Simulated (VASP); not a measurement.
# MgO (P6_3/mmc) in VASP: notebook

The runs below take MgO through single point, with PBEsol.

Program: VASP 6.6.1. These are calculated values, not measurements. Logs are shortened: lines on timing, memory, paths and dates and some standing lists are left out, and cuts for length are marked.

### Step 1. The cell of the first run

Symmetry: P6_3/mmc, No. 194, hexagonal system. The conventional cell has a = 3.856 Å, b = 3.856 Å, c = 3.859 Å, α = 90.00°, β = 90.00°, γ = 120.00°. Within 2.6 Å of Mg (site symmetry -6m2) lie 5 O at 1.93 to 2.23 Å. O (site symmetry -6m2) has 5 Mg at 1.93 to 2.23 Å within 2.6 Å.

### Step 2. Single point, PBEsol (volume 12.423 Å^3 an atom, c/a of the conventional cell 1.0006)

INCAR

```
SYSTEM = MgO
ALGO = Normal
EDIFF = 1E-6
ENCUT = 520
GGA = PS
ISIF = 2
ISMEAR = 0
LASPH = .TRUE.
LCHARG = .TRUE.
LELF = .TRUE.
LREAL = .FALSE.
LVHAR = .TRUE.
LWAVE = .FALSE.
NBANDS = 16
NELM = 80
PREC = Accurate
SIGMA = 0.05
```

KPOINTS

```
k-points
0
G
  9 9 6
  0 0 0
```

POSCAR

```
MgO
1.0
    3.8562494145      0.0000000000      0.0000000000
   -1.9281247073      3.3396099563      0.0000000000
    0.0000000000      0.0000000000      3.8585631641
Mg O
2 2
Direct
    0.6666666667      0.3333333333      0.7500000000
    0.3333333333      0.6666666667      0.2500000000
    0.6666666667      0.3333333333      0.2500000000
    0.3333333333      0.6666666667      0.7500000000
```

Potentials or basis: VASP PAW PBE potentials, release 64 (Mg, O).

Command:

```bash
$ cat potpaw_PBE.64/Mg/POTCAR potpaw_PBE.64/O/POTCAR > POTCAR
$ mpirun -np 1 vasp_std > vasp.out
```

OUTCAR:

```text
SYSTEM = MgO
   EDIFF = 1E-6
   ENCUT = 520
   GGA = PS
   ISIF = 2
   ISMEAR = 0
   LASPH = .TRUE.
   LREAL = .FALSE.
   NELM = 80
   PREC = Accurate

 ion  position               nearest neighbor table
   1  0.667  0.333  0.750-   3 1.93   3 1.93   4 2.23   4 2.23   4 2.23   2 2.95   2 2.95   2 2.95
                             2 2.95   2 2.95   2 2.95
   2  0.333  0.667  0.250-   4 1.93   4 1.93   3 2.23   3 2.23   3 2.23   1 2.95   1 2.95   1 2.95
                             1 2.95   1 2.95   1 2.95
   3  0.667  0.333  0.250-   1 1.93   1 1.93   2 2.23   2 2.23   2 2.23
   4  0.333  0.667  0.750-   2 1.93   2 1.93   1 2.23   1 2.23   1 2.23

  LATTYP: Found a hexagonal cell.
 ALAT       =     3.8562494145
 C/A-ratio  =     1.0006000000

  Lattice vectors:

 A1 = (   3.8562494145,   0.0000000000,   0.0000000000)
 A2 = (  -1.9281247073,   3.3396099563,   0.0000000000)
 A3 = (   0.0000000000,   0.0000000000,   3.8585631641)

Analysis of symmetry for initial positions (statically):
=====================================================================
 Subroutine PRICEL returns:
 Original cell was already a primitive cell.

 Routine SETGRP: Setting up the symmetry group for a
 hexagonal supercell.

 Subroutine GETGRP returns: Found 24 space group operations
 (whereof 12 operations were pure point group operations)
 out of a pool of 24 trial point group operations.

The static configuration has the point symmetry D_3d.
 The point group associated with its full space group is D_6h.

Analysis of symmetry for dynamics (positions and initial velocities):
=====================================================================
 Subroutine PRICEL returns:
 Original cell was already a primitive cell.

 Routine SETGRP: Setting up the symmetry group for a
 hexagonal supercell.

 Subroutine GETGRP returns: Found 24 space group operations
 (whereof 12 operations were pure point group operations)
 out of a pool of 24 trial point group operations.

The dynamic configuration has the point symmetry D_3d.
 The point group associated with its full space group is D_6h.

 Subroutine INISYM returns: Found 24 space group operations
 (whereof 12 operations are pure point group operations),
 and found     1 'primitive' translations

----------------------------------------------------------------------------------------

                                     Primitive cell

  volume of cell :      49.6920

  direct lattice vectors                    reciprocal lattice vectors
     3.856249415  0.000000000  0.000000000     0.259319326  0.149718083  0.000000000
    -1.928124707  3.339609956  0.000000000     0.000000000  0.299436166  0.000000000
     0.000000000  0.000000000  3.858563164     0.000000000  0.000000000  0.259163828

  length of vectors
     3.856249415  3.856249415  3.858563164     0.299436166  0.299436166  0.259163828

  position of ions in fractional coordinates (direct lattice)
     0.666666667  0.333333333  0.750000000
     0.333333333  0.666666667  0.250000000
     0.666666667  0.333333333  0.250000000
     0.333333333  0.666666667  0.750000000

  ion indices of the primitive-cell ions
   primitive index   ion index
                 1           1
                 2           2
                 3           3
                 4           4

----------------------------------------------------------------------------------------

 KPOINTS: k-points

Automatic generation of k-mesh.
 Grid dimensions read from file:
 generate k-points for:    9    9    6

 Generating k-lattice:

  Cartesian coordinates                     Fractional coordinates (reciprocal lattice)
     0.028813258  0.016635343  0.000000000     0.111111111 -0.000000000  0.000000000
     0.000000000  0.033270685  0.000000000     0.000000000  0.111111111  0.000000000
     0.000000000  0.000000000  0.043193971     0.000000000  0.000000000  0.166666667

  Length of vectors
     0.033270685  0.033270685  0.043193971

  Shift w.r.t. Gamma in fractional coordinates (k-lattice)
     0.000000000  0.000000000  0.000000000

 Subroutine IBZKPT returns following result:
 ===========================================

 Found     48 irreducible k-points:

 Following reciprocal coordinates:
            Coordinates               Weight
  0.000000  0.000000  0.000000      1.000000
  0.111111 -0.000000  0.000000      6.000000
  0.222222  0.000000  0.000000      6.000000
  0.333333 -0.000000  0.000000      6.000000
  0.444444  0.000000  0.000000      6.000000
  0.111111  0.111111  0.000000      6.000000
[... 16 lines left out ...]
  0.333333  0.222222  0.166667     24.000000
  0.333333  0.333333  0.166667      4.000000
 [... further k-points ...]
   k-points           NKPTS =     48   k-points in BZ     NKDIM =     48   number of bands    NBANDS=     16
   number of dos      NEDOS =    301   number of ions     NIONS =      4
   total plane-waves  NPLWV =  27000
   dimension x,y,z NGX =    30 NGY =   30 NGZ =   30
   dimension x,y,z NGXF=    60 NGYF=   60 NGZF=   60
   ions per type =               2   2
   NGX,Y,Z   is equivalent  to a cutoff of  12.93, 12.93, 12.93 a.u.
   NGXF,Y,Z  is equivalent  to a cutoff of  25.87, 25.87, 25.85 a.u.
 SYSTEM =  MgO
   PREC   = accura    normal or accurate (medium, high low for compatibility)
   ISTART =      0    job   : 0-new  1-cont  2-samecut
   ICHARG =      2    charge: 1-file 2-atom 10-const
   ISPIN  =      1    spin polarized calculation?
   LNONCOLLINEAR =      F non collinear calculations
   LSORBIT =      F    spin-orbit coupling
   LASPH  =      T    aspherical Exc in radial PAW
   ENCUT  =  520.0 eV  38.22 Ry    6.18 a.u.   7.17  7.17  7.17*2*pi/ulx,y,z
   NELM   =     80;   NELMIN=  2; NELMDL= -5     # of ELM steps
   EDIFF  = 0.1E-05   stopping-criterion for ELM
   LREAL  =      F    real-space projection
   EDIFFG = 0.1E-04   stopping-criterion for IOM
   NSW    =      0    number of steps for IOM
   IBRION =     -1    ionic relax: 0-MD 1-quasi-New 2-CG
   NFREE  =      0    steps in history (QN), initial steepest desc. (CG)
   ISIF   =      2    stress and relaxation
   ISYM   =      2    0-nonsym 1-usesym 2-fastsym
   POTIM  = 0.5000    time-step for ionic-motion
   TEBEG  =    0.0;   TEEND  =   0.0 temperature during run
   PSTRESS=    0.0 pullay stress
   NELECT =      16.0000    total number of electrons
   NUPDOWN=      -1.0000    fix difference up-down
   EMIN   =  10.00;   EMAX   =-10.00  energy-range for DOS
   EFERMI =   0.00;   METHOD = LEGACY
   ISMEAR =     0;   SIGMA  =   0.05  broadening in eV -4-tet -1-fermi 0-gaus
   EFERMI_NEDOS =   21; number of points for ismear=-14 and -15
   IALGO  =     38    algorithm
   IMIX   =      4    mixing-type and parameters
     AMIX     =   0.40;   BMIX     =  1.00
     AMIX_MAG =   1.60;   BMIX_MAG =  1.00
  volume/ion in A,a.u.               =      12.42        83.83
  Fermi-wavevector in a.u.,A,eV,Ry     =   1.122068  2.120402 17.130245  1.259038
  Thomas-Fermi vector in A             =   2.258726
   LORBIT       =      0    0 simple, 1 ext, 2 COOP (PROOUT), +10 PAW based schemes
   GGA     = PS    functional components
   LHFCALC =     F    Hartree Fock is set to
   AEXX    =    0.0000 exact exchange contribution
   IVDW    =     0    specifies the selected vdW correction
   LEPSILON=     F    determine dielectric tensor
   LRPA    =     F    only Hartree local field effects (RPA)
 non-spin polarized calculation
 Gauss-broadening in eV      SIGMA  =   0.05
  energy-cutoff  :      520.00
  volume of cell :       49.69
 maximum number of plane-waves:      1353
 NGX is ok and might be reduce to    30
   NGX = 15   NGY = 15   NGZ = 15

 number of electron      16.0000008 magnetization

 Free energy of the ion-electron system (eV)
  ---------------------------------------------------
  ext. energy  EPLUGINS =         0.00000000
  ---------------------------------------------------
  free energy    TOTEN  =       -24.14950472 eV

  energy without entropy =      -24.14950472  energy(sigma->0) =      -24.14950472

 E-fermi :   1.2460     XC(G=0):  -9.6796

 val. band max:        0.9489727262   @ k =   0.4444   0.0000   0.0000
 cond. band min:       3.7697898744   @ k =   0.0000   0.0000   0.0000
 fundamental gap:      2.8208171481
 Fermi energy:         1.2460358431

 k-point     1 :       0.0000    0.0000    0.0000
  band No.  band energies     occupation
      1     -15.4093      2.00000
      2     -14.1046      2.00000
      3      -1.8622      2.00000
      4      -0.7711      2.00000
      5      -0.7711      2.00000
      6       0.5462      2.00000
[... 8 lines left out ...]
     15      15.0335      0.00000
     16      15.7685      0.00000

 k-point     2 :       0.1111   -0.0000    0.0000
  band No.  band energies     occupation
      1     -15.3661      2.00000
      2     -14.1299      2.00000
      3      -1.7968      2.00000
      4      -0.8816      2.00000
      5      -0.8619      2.00000
      6       0.2863      2.00000
[... 8 lines left out ...]
     15      15.1626      0.00000
     16      15.3764      0.00000

 k-point     3 :       0.2222    0.0000    0.0000
  band No.  band energies     occupation
      1     -15.2452      2.00000
      2     -14.2054      2.00000
      3      -1.6102      2.00000
      4      -1.2373      2.00000
      5      -1.0560      2.00000
      6      -0.0567      2.00000
[... 8 lines left out ...]
     15      14.6998      0.00000
     16      15.5451      0.00000

 k-point     4 :       0.3333   -0.0000    0.0000
  band No.  band energies     occupation
      1     -15.0752      2.00000
      2     -14.3231      2.00000
      3      -1.6810      2.00000
      4      -1.3355      2.00000
      5      -1.2386      2.00000
      6      -0.2083      2.00000
[... 8 lines left out ...]
     15      14.1617      0.00000
     16      15.8336      0.00000
[... 324 lines left out ...]
 k-point    22 :       0.2222    0.2222    0.1667
  band No.  band energies     occupation
      1     -14.9107      2.00000
      2     -14.3982      2.00000
      3      -1.8815      2.00000
      4      -1.8262      2.00000
      5      -0.9676      2.00000
      6      -0.4346      2.00000
[... 8 lines left out ...]
     15      15.7885      0.00000
     16      16.0108      0.00000

 k-point    23 :       0.3333    0.2222    0.1667
  band No.  band energies     occupation
      1     -14.7675      2.00000
      2     -14.5103      2.00000
      3      -2.1176      2.00000
      4      -1.6504      2.00000
      5      -1.2623      2.00000
      6      -0.2357      2.00000
[... 8 lines left out ...]
     15      15.8953      0.00000
     16      16.0794      0.00000

 k-point    24 :       0.3333    0.3333    0.1667
  band No.  band energies     occupation
      1     -14.6335      2.00000
      2     -14.6335      2.00000
      3      -2.1420      2.00000
      4      -1.5170      2.00000
      5      -1.5170      2.00000
      6       0.0752      2.00000
[... 8 lines left out ...]
     15      15.8267      0.00000
     16      16.6181      0.00000

 [... further k-points ...]
[... 5 lines left out ...]
  --------------------------------------------------------------------------------------
  -------------------------------------------------------------------------------------
  Total       -3.9717507     -3.9717507      4.2568757      0.0000000      0.0000000      0.0000000
  in kB     -128.0578152   -128.0578152    137.2508602      0.0000000      0.0000000      0.0000000
  external PRESSURE =     -39.6215901 kB  Pullay stress =       0.0000000 kB

 VOLUME and BASIS-vectors are now :
 -----------------------------------------------------------------------------
  energy-cutoff  :      520.00
  volume of cell :       49.69
      direct lattice vectors                 reciprocal lattice vectors
     3.856249415  0.000000000  0.000000000     0.259319326  0.149718083  0.000000000
    -1.928124707  3.339609956  0.000000000     0.000000000  0.299436166  0.000000000
     0.000000000  0.000000000  3.858563164     0.000000000  0.000000000  0.259163828

 POSITION                                       TOTAL-FORCE (eV/Angst)
 -----------------------------------------------------------------------------------
      1.92812      1.11320      2.89392         0.000000     -0.000000      0.000000
     -0.00000      2.22641      0.96464        -0.000000     -0.000000      0.000000
      1.92812      1.11320      0.96464         0.000000     -0.000000      0.000000
     -0.00000      2.22641      2.89392        -0.000000      0.000000     -0.000000
 -----------------------------------------------------------------------------------
    total drift:                               -0.000000     -0.000000     -0.000000

  FREE ENERGIE OF THE ION-ELECTRON SYSTEM (eV)
  ---------------------------------------------------
  free  energy   TOTEN  =       -24.1495047227 eV

  energy  without entropy=      -24.1495047227  energy(sigma->0) =      -24.14950472
```

Run time: 32 s. Hardware: 1 thread of Intel Xeon Platinum 8259CL at 2.50GHz (Skylake/Cascade Lake), shared host; peak memory 0.18 GiB.

What came out:

```
Free energy            : -24.1495 eV
Pressure               : -4.0 GPa
Band gap on the k mesh : 2.82 eV, indirect (least direct gap 3.07 eV)
```

Levels at points of the mesh, in eV from the valence-band top:
```csv
k point,band 5,band 6,band 7,band 8,band 9,band 10,band 11,band 12
"(0.00, 0.00, 0.00)",-1.72,-0.40,-0.40,-0.25,2.82,9.53,10.84,10.84
"(0.00, 0.00, 0.50)",-1.07,-1.07,-1.07,-1.07,6.03,6.03,11.17,11.17
```

Caveat: the PAW data sets were made with another functional, which shifts forces and pressure a little.

### Step 3. Single point, PBEsol (volume 12.423 Å^3 an atom, c/a of the conventional cell 1.0632)

INCAR

```
SYSTEM = MgO
ALGO = Normal
EDIFF = 1E-7
ENCUT = 520
GGA = PS
ISIF = 2
ISMEAR = 0
LASPH = .True.
LCHARG = .False.
LREAL = .False.
LWAVE = .False.
NBANDS = 16
NELM = 80
PREC = Accurate
SIGMA = 0.05
```

KPOINTS

```
k-points
0
Gamma
  9 9 6
  0 0 0
```

POSCAR

```
MgO
1.0
    3.7790295885      0.0000000000      0.0000000000
   -1.8895147943      3.2727356253      0.0000000000
    0.0000000000      0.0000000000      4.0178642585
Mg O
2 2
Direct
    0.6666666667      0.3333333333      0.7500000000
    0.3333333333      0.6666666667      0.2500000000
    0.6666666667      0.3333333333      0.2500000000
    0.3333333333      0.6666666667      0.7500000000
```

Potentials or basis: VASP PAW PBE potentials, release 64 (Mg, O).

Command:

```bash
$ cat potpaw_PBE.64/Mg/POTCAR potpaw_PBE.64/O/POTCAR > POTCAR
$ mpirun -np 1 vasp_std > vasp.out
```

It took 29 s on 1 thread of Intel Xeon Platinum 8259CL at 2.50GHz (Skylake/Cascade Lake), shared host; peak memory 0.18 GiB.

The run converged. Its results:

- Free energy: -24.3966 eV
- Pressure: -8.5 GPa
- Band gap on the k mesh: 2.94 eV, indirect (least direct gap 2.96 eV)

Stress tensor (GPa, compression positive):
```
-13.09   0.00   0.00
  0.00 -13.09   0.00
  0.00   0.00   0.60
```

Levels at points of the mesh, in eV from the valence-band top:
| k point | band 6 | band 7 | band 8 | band 9 | band 10 | band 11 |
| --- | --- | --- | --- | --- | --- | --- |
| (0.00, 0.00, 0.00) | -0.34 | -0.34 | -0.03 | 2.94 | 9.21 | 11.19 |
| (0.00, 0.00, 0.50) | -0.94 | -0.94 | -0.94 | 6.07 | 6.07 | 11.53 |

Caveat: the PAW data sets were made with another functional, which shifts forces and pressure a little. A k mesh can miss the band edges.
